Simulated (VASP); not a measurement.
Input of a VASP 6.6.1 run:

POSCAR

```
WSe2
1.0
    3.3143636123      0.0000000000      0.0000000000
   -1.6571818062      2.8703230856      0.0000000000
    0.0000000000      0.0000000000     16.6586762063
W Se
1 2
Direct
    0.0000000000      0.0000000000      0.0000000000
    0.4378511841      0.8757023683      0.0997031682
    0.3333333333      0.6666666667      0.9002968318
```

INCAR.step1

```
  PREC = Accurate
  ENCUT = 520
  ISMEAR = 0
  SIGMA = 0.05
  LREAL = F
  LASPH = T
  NELM = 100
  NBANDS = 20
  GGA = PE
  ALGO = Normal
  EDIFF = 1E-4
  LWAVE = T
  LCHARG = F
```

Contents of INCAR.step2:

```
  PREC = Accurate
  ENCUT = 520
  EDIFF = 1E-6
  ISMEAR = 0
  SIGMA = 0.05
  LREAL = F
  LASPH = T
  NELM = 100
  ALGO = Normal
  ISIF = 2
  LWAVE = F
  LCHARG = T
  METAGGA = R2SCAN
  LMIXTAU = T
  LELF = T
  LVHAR = T
  NBANDS = 20
  ISTART = 1
```

Contents of KPOINTS:

```
regular mesh
0
Gamma
  12 12 2
```

Potentials or basis: VASP PAW PBE potentials, release 64 (W_sv, Se).

The run is started by

```console
$ cat potpaw_PBE.64/W_sv/POTCAR potpaw_PBE.64/Se/POTCAR > POTCAR
$ cp INCAR.step1 INCAR
$ mpirun -np 1 vasp_std > vasp.out
$ cp INCAR.step2 INCAR
$ mpirun -np 1 vasp_std > vasp.out
```

(1) What does it give for the band gap on the k mesh?

(2) What does it give for the largest force?

## Answers

(1) 0.78 eV (least direct gap 0.86 eV).

(2) 4.162 eV/Å.

Caveat: the cell differs from its parent crystal (atom 2 (Se) moved by (+0.000, +0.600) A along x and y); there is no dipole correction, which matters where the two faces differ; the PAW data sets were made with another functional, which shifts forces and pressure a little; spin-orbit coupling is left out, which moves the levels of the heavy elements.
